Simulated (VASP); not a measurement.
# WSe2 (klda) (P6_3/mmc) in VASP: notebook

The runs below take WSe2 (klda) through single point, with LDA.

Everything below comes from runs of VASP 6.6.1. Logs are shortened: lines on timing, memory, paths and dates and some standing lists are left out, and cuts for length are marked.

**1. The cell of the first run**

Symmetry: P6_3/mmc, No. 194, hexagonal system. Conventional cell: a = 3.320 Å, b = 3.320 Å, c = 13.737 Å, α = 90.00°, β = 90.00°, γ = 120.00°. Within 3.3 Å of W (site symmetry -6m2) lie 6 Se at 2.54 Å. Within 3.3 Å of Se (site symmetry 3m) lie 3 W at 2.54 Å.

**2. Single point, LDA**

INCAR

```
SYSTEM = WSe2
  PREC = Accurate
  ENCUT = 520
  EDIFF = 1E-7
  ISMEAR = 0
  SIGMA = 0.1
  LREAL = .FALSE.
  LASPH = .TRUE.
  NELM = 60
  ALGO = Normal
  ISIF = 2
  LWAVE = .FALSE.
  LCHARG = .FALSE.
  NBANDS = 35
```

KPOINTS

```
regular mesh
0
G
  6 6 2
  0 0 0
```

POSCAR

```
WSe2
1.0
    3.3199329200      0.0000000000      0.0000000000
   -1.6599664600      2.8751462500      0.0000000000
    0.0000000000      0.0000000000     13.7371873000
W Se
2 4
Direct
    0.6666666700      0.3333333300      0.7500000000
    0.3333333300      0.6666666700      0.2500000000
    0.3333333300      0.6666666700      0.8710007900
    0.6666666700      0.3333333300      0.3710007900
    0.3333333300      0.6666666700      0.6289992100
    0.6666666700      0.3333333300      0.1289992100
```

Potentials or basis: VASP PAW LDA potentials, release 64 (W_sv, Se).

Run with:

```bash
> cat potpaw_LDA.64/W_sv/POTCAR potpaw_LDA.64/Se/POTCAR > POTCAR
> mpirun -np 1 vasp_std > vasp.out
```

OUTCAR:

```text
SYSTEM = WSe2
   PREC = Accurate
   ENCUT = 520
   EDIFF = 1E-7
   ISMEAR = 0
   LREAL = .FALSE.
   LASPH = .TRUE.
   NELM = 60
   ISIF = 2

 ion  position               nearest neighbor table
   1  0.667  0.333  0.750-   3 2.54   5 2.54   3 2.54   5 2.54   3 2.54   5 2.54
   2  0.333  0.667  0.250-   4 2.54   6 2.54   4 2.54   6 2.54   4 2.54   6 2.54
   3  0.333  0.667  0.871-   1 2.54   1 2.54   1 2.54
   4  0.667  0.333  0.371-   2 2.54   2 2.54   2 2.54
   5  0.333  0.667  0.629-   1 2.54   1 2.54   1 2.54
   6  0.667  0.333  0.129-   2 2.54   2 2.54   2 2.54

  LATTYP: Found a hexagonal cell.
 ALAT       =     3.3199329200
 C/A-ratio  =     4.1377906214

  Lattice vectors:

 A1 = (   3.3199329200,   0.0000000000,   0.0000000000)
 A2 = (  -1.6599664600,   2.8751462500,   0.0000000000)
 A3 = (   0.0000000000,   0.0000000000,  13.7371873000)

Analysis of symmetry for initial positions (statically):
=====================================================================
 Subroutine PRICEL returns:
 Original cell was already a primitive cell.

 Routine SETGRP: Setting up the symmetry group for a
 hexagonal supercell.

 Subroutine GETGRP returns: Found 24 space group operations
 (whereof 12 operations were pure point group operations)
 out of a pool of 24 trial point group operations.

The static configuration has the point symmetry D_3d.
 The point group associated with its full space group is D_6h.

Analysis of symmetry for dynamics (positions and initial velocities):
=====================================================================
 Subroutine PRICEL returns:
 Original cell was already a primitive cell.

 Routine SETGRP: Setting up the symmetry group for a
 hexagonal supercell.

 Subroutine GETGRP returns: Found 24 space group operations
 (whereof 12 operations were pure point group operations)
 out of a pool of 24 trial point group operations.

The dynamic configuration has the point symmetry D_3d.
 The point group associated with its full space group is D_6h.

 Subroutine INISYM returns: Found 24 space group operations
 (whereof 12 operations are pure point group operations),
 and found     1 'primitive' translations

----------------------------------------------------------------------------------------

                                     Primitive cell

  volume of cell :     131.1255

  direct lattice vectors                    reciprocal lattice vectors
     3.319932920  0.000000000  0.000000000     0.301210905  0.173904197  0.000000000
    -1.659966460  2.875146250  0.000000000     0.000000000  0.347808394  0.000000000
     0.000000000  0.000000000 13.737187300     0.000000000  0.000000000  0.072795106

  length of vectors
     3.319932920  3.319932922 13.737187300     0.347808394  0.347808394  0.072795106

  position of ions in fractional coordinates (direct lattice)
     0.666666670  0.333333330  0.750000000
     0.333333330  0.666666670  0.250000000
     0.333333330  0.666666670  0.871000790
     0.666666670  0.333333330  0.371000790
     0.333333330  0.666666670  0.628999210
     0.666666670  0.333333330  0.128999210

  ion indices of the primitive-cell ions
   primitive index   ion index
                 1           1
                 2           2
                 3           3
                 4           4
                 5           5
                 6           6

----------------------------------------------------------------------------------------

 KPOINTS: regular mesh

Automatic generation of k-mesh.
 Grid dimensions read from file:
 generate k-points for:    6    6    2

 Generating k-lattice:

  Cartesian coordinates                     Fractional coordinates (reciprocal lattice)
     0.050201818  0.028984033  0.000000000     0.166666667  0.000000000  0.000000000
     0.000000000  0.057968066  0.000000000     0.000000000  0.166666667  0.000000000
     0.000000000  0.000000000  0.036397553     0.000000000  0.000000000  0.500000000

  Length of vectors
     0.057968066  0.057968066  0.036397553

  Shift w.r.t. Gamma in fractional coordinates (k-lattice)
     0.000000000  0.000000000  0.000000000

 Subroutine IBZKPT returns following result:
 ===========================================

 Found     14 irreducible k-points:

 Following reciprocal coordinates:
            Coordinates               Weight
  0.000000  0.000000  0.000000      1.000000
  0.166667 -0.000000  0.000000      6.000000
  0.333333  0.000000  0.000000      6.000000
  0.500000 -0.000000  0.000000      3.000000
  0.166667  0.166667  0.000000      6.000000
  0.333333  0.166667  0.000000     12.000000
  0.333333  0.333333  0.000000      2.000000
  0.000000  0.000000  0.500000      1.000000
  0.166667 -0.000000  0.500000      6.000000
  0.333333  0.000000  0.500000      6.000000
  0.500000 -0.000000  0.500000      3.000000
  0.166667  0.166667  0.500000      6.000000
  0.333333  0.166667  0.500000     12.000000
  0.333333  0.333333  0.500000      2.000000
   k-points           NKPTS =     14   k-points in BZ     NKDIM =     14   number of bands    NBANDS=     35
   number of dos      NEDOS =    301   number of ions     NIONS =      6
   total plane-waves  NPLWV =  84672
   dimension x,y,z NGX =    28 NGY =   28 NGZ =  108
   dimension x,y,z NGXF=    56 NGYF=   56 NGZF=  216
   ions per type =               2   4
   NGX,Y,Z   is equivalent  to a cutoff of  14.02, 14.02, 13.07 a.u.
   NGXF,Y,Z  is equivalent  to a cutoff of  28.04, 28.04, 26.14 a.u.
 SYSTEM =  WSe2
   PREC   = accura    normal or accurate (medium, high low for compatibility)
   ISTART =      0    job   : 0-new  1-cont  2-samecut
   ICHARG =      2    charge: 1-file 2-atom 10-const
   ISPIN  =      1    spin polarized calculation?
   LNONCOLLINEAR =      F non collinear calculations
   LSORBIT =      F    spin-orbit coupling
   LASPH  =      T    aspherical Exc in radial PAW
   ENCUT  =  520.0 eV  38.22 Ry    6.18 a.u.   6.17  6.17 25.54*2*pi/ulx,y,z
   NELM   =     60;   NELMIN=  2; NELMDL= -5     # of ELM steps
   EDIFF  = 0.1E-06   stopping-criterion for ELM
   LREAL  =      F    real-space projection
   EDIFFG = 0.1E-05   stopping-criterion for IOM
   NSW    =      0    number of steps for IOM
   IBRION =     -1    ionic relax: 0-MD 1-quasi-New 2-CG
   NFREE  =      0    steps in history (QN), initial steepest desc. (CG)
   ISIF   =      2    stress and relaxation
   ISYM   =      2    0-nonsym 1-usesym 2-fastsym
   POTIM  = 0.5000    time-step for ionic-motion
   TEBEG  =    0.0;   TEEND  =   0.0 temperature during run
   PSTRESS=    0.0 pullay stress
   NELECT =      52.0000    total number of electrons
   NUPDOWN=      -1.0000    fix difference up-down
   EMIN   =  10.00;   EMAX   =-10.00  energy-range for DOS
   EFERMI =   0.00;   METHOD = LEGACY
   ISMEAR =     0;   SIGMA  =   0.10  broadening in eV -4-tet -1-fermi 0-gaus
   EFERMI_NEDOS =   21; number of points for ismear=-14 and -15
   IALGO  =     38    algorithm
   IMIX   =      4    mixing-type and parameters
     AMIX     =   0.40;   BMIX     =  1.00
     AMIX_MAG =   1.60;   BMIX_MAG =  1.00
  volume/ion in A,a.u.               =      21.85       147.48
  Fermi-wavevector in a.u.,A,eV,Ry     =   1.202764  2.272894 19.682734  1.446640
  Thomas-Fermi vector in A             =   2.338536
   LORBIT       =      0    0 simple, 1 ext, 2 COOP (PROOUT), +10 PAW based schemes
   GGA     = CA    functional components
   LHFCALC =     F    Hartree Fock is set to
   AEXX    =    0.0000 exact exchange contribution
   IVDW    =     0    specifies the selected vdW correction
   LEPSILON=     F    determine dielectric tensor
   LRPA    =     F    only Hartree local field effects (RPA)
 non-spin polarized calculation
 Gauss-broadening in eV      SIGMA  =   0.10
  energy-cutoff  :      520.00
  volume of cell :      131.13
 maximum number of plane-waves:      3568
 NGX is ok and might be reduce to    28
   NGX = 13   NGY = 13   NGZ = 51

 number of electron      51.9999998 magnetization

 Free energy of the ion-electron system (eV)
  ---------------------------------------------------
  ext. energy  EPLUGINS =         0.00000000
  ---------------------------------------------------
  free energy    TOTEN  =       -48.34718306 eV

  energy without entropy =      -48.34718306  energy(sigma->0) =      -48.34718306

 E-fermi :   5.9473     XC(G=0): -10.5383

 val. band max:        5.2950957742   @ k =   0.0000   0.0000   0.0000
 cond. band min:       6.4495250277   @ k =   0.1667   0.1667   0.0000
 fundamental gap:      1.1544292535
 Fermi energy:         5.9472630554

 k-point     1 :       0.0000    0.0000    0.0000
  band No.  band energies     occupation
      1     -68.5089      2.00000
      2     -68.5089      2.00000
      3     -33.0009      2.00000
      4     -33.0009      2.00000
      5     -32.8854      2.00000
      6     -32.8854      2.00000
[... 27 lines left out ...]
     34       8.2517      0.00000
     35       9.5130      0.00000

 k-point     2 :       0.1667   -0.0000    0.0000
  band No.  band energies     occupation
      1     -68.5065      2.00000
      2     -68.5065      2.00000
      3     -32.9905      2.00000
      4     -32.9905      2.00000
      5     -32.9399      2.00000
      6     -32.9399      2.00000
[... 27 lines left out ...]
     34       8.6317      0.00000
     35      11.0319      0.00000

 k-point     3 :       0.3333    0.0000    0.0000
  band No.  band energies     occupation
      1     -68.5019      2.00000
      2     -68.5019      2.00000
      3     -33.0474      2.00000
      4     -33.0474      2.00000
      5     -32.9695      2.00000
      6     -32.9695      2.00000
[... 27 lines left out ...]
     34       9.3999      0.00000
     35      10.7557      0.00000

 k-point     4 :       0.5000   -0.0000    0.0000
  band No.  band energies     occupation
      1     -68.4996      2.00000
      2     -68.4996      2.00000
      3     -33.1004      2.00000
      4     -33.1004      2.00000
      5     -32.9590      2.00000
      6     -32.9590      2.00000
[... 27 lines left out ...]
     34       9.3400      0.00000
     35       9.6374      0.00000

 k-point     5 :       0.1667    0.1667    0.0000
  band No.  band energies     occupation
      1     -68.5030      2.00000
      2     -68.5030      2.00000
      3     -33.0107      2.00000
      4     -33.0107      2.00000
      5     -32.9748      2.00000
      6     -32.9748      2.00000
[... 258 lines left out ...]
 k-point    12 :       0.1667    0.1667    0.5000
  band No.  band energies     occupation
      1     -68.5030      2.00000
      2     -68.5030      2.00000
      3     -33.0107      2.00000
      4     -33.0107      2.00000
      5     -32.9748      2.00000
      6     -32.9748      2.00000
[... 27 lines left out ...]
     34       9.3256      0.00000
     35      12.2352      0.00000

 k-point    13 :       0.3333    0.1667    0.5000
  band No.  band energies     occupation
      1     -68.4995      2.00000
      2     -68.4995      2.00000
      3     -33.0735      2.00000
      4     -33.0735      2.00000
      5     -32.9640      2.00000
      6     -32.9640      2.00000
[... 27 lines left out ...]
     34       9.3853      0.00000
     35      10.7274      0.00000

 k-point    14 :       0.3333    0.3333    0.5000
  band No.  band energies     occupation
      1     -68.4984      2.00000
      2     -68.4984      2.00000
      3     -33.0471      2.00000
      4     -33.0471      2.00000
      5     -33.0238      2.00000
      6     -33.0238      2.00000
[... 27 lines left out ...]
     34       9.7230      0.00000
     35      11.2263      0.00000

------------------------ aborting loop because EDIFF is reached ----------------------------------------

  FORCE on cell =-STRESS in cart. coord.  units (eV):
  Direction    XX          YY          ZZ          XY          YZ          ZX
  --------------------------------------------------------------------------------------
  -------------------------------------------------------------------------------------
  Total       -4.3365709     -4.3365709     -2.8615402      0.0000000      0.0000000     -0.0000000
  in kB      -52.9870768    -52.9870769    -34.9641815      0.0000000      0.0000000     -0.0000000
  external PRESSURE =     -46.9794451 kB  Pullay stress =       0.0000000 kB

 VOLUME and BASIS-vectors are now :
 -----------------------------------------------------------------------------
  energy-cutoff  :      520.00
  volume of cell :      131.13
      direct lattice vectors                 reciprocal lattice vectors
     3.319932920  0.000000000  0.000000000     0.301210905  0.173904197  0.000000000
    -1.659966460  2.875146250  0.000000000     0.000000000  0.347808394  0.000000000
     0.000000000  0.000000000 13.737187300     0.000000000  0.000000000  0.072795106

 POSITION                                       TOTAL-FORCE (eV/Angst)
 -----------------------------------------------------------------------------------
      1.65997      0.95838     10.30289        -0.000000      0.000000     -0.000000
     -0.00000      1.91676      3.43430         0.000000     -0.000000     -0.000000
     -0.00000      1.91676     11.96510         0.000000      0.000000     -0.233193
      1.65997      0.95838      5.09651        -0.000000      0.000000     -0.233193
     -0.00000      1.91676      8.64068         0.000000      0.000000      0.233193
      1.65997      0.95838      1.77209         0.000000      0.000000      0.233193
 -----------------------------------------------------------------------------------
    total drift:                               -0.000010      0.000006     -0.000000

  FREE ENERGIE OF THE ION-ELECTRON SYSTEM (eV)
  ---------------------------------------------------
  free  energy   TOTEN  =       -48.3471830585 eV

  energy  without entropy=      -48.3471830585  energy(sigma->0) =      -48.34718306
```

It took 1.7 min on 1 thread of AMD EPYC 7R43 (Zen 3), shared host; peak memory 0.21 GiB.

What came out:

| Item | Value |
| --- | --- |
| Free energy | -48.3472 eV |
| Pressure | -4.7 GPa |
| Largest force | 0.233 eV/Å |
| Band gap on the k mesh | 1.15 eV, indirect (least direct gap 1.45 eV) |

Forces on the atoms (eV/Å):
```
W    0.000  0.000  0.000
W    0.000  0.000  0.000
Se   0.000  0.000 -0.233
Se   0.000  0.000 -0.233
Se   0.000  0.000  0.233
Se   0.000  0.000  0.233
```

Levels at points of the mesh, in eV from the valence-band top:
```tsv
k point	band 24	band 25	band 26	band 27	band 28	band 29
(0.00, 0.00, 0.00)	-1.31	-0.85	0.00	2.69	2.69	2.71
(0.50, 0.00, 0.00)	-1.20	-1.13	-1.10	2.09	2.11	2.37
(0.00, 0.00, 0.50)	-1.49	-0.23	-0.23	2.70	2.70	2.70
(0.50, 0.00, 0.50)	-1.16	-1.16	-1.16	2.10	2.10	2.49
```

Caveat: spin-orbit coupling is left out, which moves the levels of the heavy elements.

**3. Single point, LDA**

This run uses another cell than the first one, of 19.55 Å³/atom, 0.894 times its volume.

INCAR

```
PREC     = Accurate       # precision mode
ENCUT    = 520            # plane-wave cutoff, eV
EDIFF    = 1E-6           # SCF threshold, eV
ISMEAR   = 0              # smearing method
SIGMA    = 0.02           # smearing width, eV
LREAL    = F              # projectors in reciprocal space
LASPH    = T              # aspherical terms in the spheres
NELM     = 60             # most SCF steps
ALGO     = Normal         # electronic algorithm
ISIF     = 2              # what is computed and relaxed
LWAVE    = F              # write WAVECAR
LCHARG   = F              # write CHGCAR
NBANDS   = 35             # bands
```

KPOINTS

```
regular mesh
0
Gamma
  9 9 2
```

POSCAR

```
WSe2
1.0
    3.2499141198      0.0000000000      0.0000000000
   -1.6249570599      2.8145081878      0.0000000000
    0.0000000000      0.0000000000     12.8207500175
W Se
2 4
Direct
    0.6666666667      0.3333333333      0.7500000000
    0.3333333333      0.6666666667      0.2500000000
    0.3333333333      0.6666666667      0.8800018441
    0.6666666667      0.3333333333      0.3800018441
    0.3333333333      0.6666666667      0.6199981559
    0.6666666667      0.3333333333      0.1199981559
```

Potentials or basis: VASP PAW LDA potentials, release 64 (W_sv, Se).

Run with:

```bash
> cat potpaw_LDA.64/W_sv/POTCAR potpaw_LDA.64/Se/POTCAR > POTCAR
> mpirun -np 1 vasp_std > vasp.out
```

It took 2.2 min on 1 thread of AMD EPYC 7R43 (Zen 3), shared host; peak memory 0.2 GiB.

It converged, with:

| Item | Value |
| --- | --- |
| Free energy | -48.4908 eV |
| Pressure | 0.8 GPa |
| Largest force | 0.103 eV/Å |
| Band gap on the k mesh | 0.98 eV, indirect (least direct gap 1.62 eV) |

Forces in eV/Å, atoms in the order of the input:
```
W    0.000  0.000  0.000
W    0.000  0.000  0.000
Se   0.000  0.000  0.103
Se   0.000  0.000  0.103
Se   0.000  0.000 -0.103
Se   0.000  0.000 -0.103
```

Stress tensor (GPa, compression positive):
```
0.71 0.00 0.00
0.00 0.71 0.00
0.00 0.00 0.93
```

Levels at points of the mesh, in eV from the valence-band top:
| k point | band 24 | band 25 | band 26 | band 27 | band 28 | band 29 |
| --- | --- | --- | --- | --- | --- | --- |
| (0.00, 0.00, 0.00) | -1.28 | -1.01 | 0.00 | 2.72 | 2.72 | 2.78 |
| (0.00, 0.00, 0.50) | -1.53 | -0.23 | -0.23 | 2.73 | 2.73 | 2.73 |

Caveat: spin-orbit coupling is left out, which moves the levels of the heavy elements.

**4. Single point, LDA**

This run uses another cell than the first one, of 19.55 Å³/atom, 0.894 times its volume.

INCAR

```
SYSTEM = WSe2
PREC = Accurate ; ENCUT = 520
EDIFF = 1E-6 ; ISMEAR = 0
SIGMA = 0.02 ; LREAL = .False.
LASPH = .True. ; NELM = 80
ALGO = Normal ; ISIF = 2
LWAVE = .False. ; LCHARG = .True.
GGA = CA ; LELF = .True.
LVHAR = .True. ; NBANDS = 35
```

KPOINTS

```
Automatic mesh
0
Gamma
  9 9 2
  0 0 0
```

POSCAR is that of step 3.

Run with:

```bash
> cat potpaw_LDA.64/W_sv/POTCAR potpaw_LDA.64/Se/POTCAR > POTCAR
> mpirun -np 1 vasp_std > vasp.out
```

Wall time 2.1 min (1 thread of AMD EPYC 7R43 (Zen 3), shared host); peak memory 0.19 GiB.

Results (log left out):

* Free energy: -48.4908 eV
* Pressure: 0.8 GPa
* Largest force: 0.103 eV/Å
* Band gap on the k mesh: 0.98 eV, indirect (least direct gap 1.62 eV)

Forces in eV/Å, atoms in the order of the input:
```
W    0.000  0.000  0.000
W    0.000  0.000  0.000
Se   0.000  0.000  0.103
Se   0.000  0.000  0.103
Se   0.000  0.000 -0.103
Se   0.000  0.000 -0.103
```

Stress tensor (GPa, compression positive):
```
0.71 0.00 0.00
0.00 0.71 0.00
0.00 0.00 0.93
```

Levels at points of the mesh, in eV from the valence-band top:
```tsv
k point	band 23	band 24	band 25	band 26	band 27	band 28	band 29	band 30
(0.00, 0.00, 0.00)	-1.50	-1.28	-1.01	0.00	2.72	2.72	2.78	2.78
(0.00, 0.00, 0.50)	-1.53	-1.53	-0.23	-0.23	2.73	2.73	2.73	2.73
```

Caveat: spin-orbit coupling is left out, which moves the levels of the heavy elements. A k mesh can miss the band edges.
